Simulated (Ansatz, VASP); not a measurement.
One calculation of HfN, two programs

```xyz
2
Lattice="-0.0452 2.2364 2.2364 2.2364 -0.0452 2.2364 2.2364 2.2364 -0.0452" Properties=species:S:1:pos:R:3 pbc="T T T"
Hf    0.0000    0.0000    0.0000
N     2.2138    2.2138    2.2138
```

Change from the starting cell: equal xy, yz and zx shear strains of -2 %, crystal datasets.

Alike in both runs: task electric field gradients; functional LDA; k mesh 10 × 10 × 10; occupations fermi-dirac, width 0.03 eV; no spin polarisation.

|  | VASP | Ansatz |
| --- | --- | --- |
| version | VASP 6.6.1 | Ansatz 0.2.0 |
| potentials or method | VASP PAW LDA potentials, release 64 (Hf_pv, N), cutoff 520 eV | all-electron PAW with datasets made for the crystal, scalar-relativistic |

|  | VASP | Ansatz | Ansatz less VASP |
| --- | --- | --- | --- |
| pressure (GPa) | -10.5 | -9.2 | +1.36 |
| traceless stress, the component that is largest in VASP (GPa) | 2.35 | 2.32 | -0.022 |
| size of Vzz on the site where it differs most (V/Å²) | 14.3 | 15.2 | +0.88 |

LDA's correlation is that of Perdew and Zunger in VASP and of Perdew and Wang (1992) in Ansatz. Ansatz ran all-electron here, and VASP with PAW potentials.

Spin-orbit coupling is off throughout.
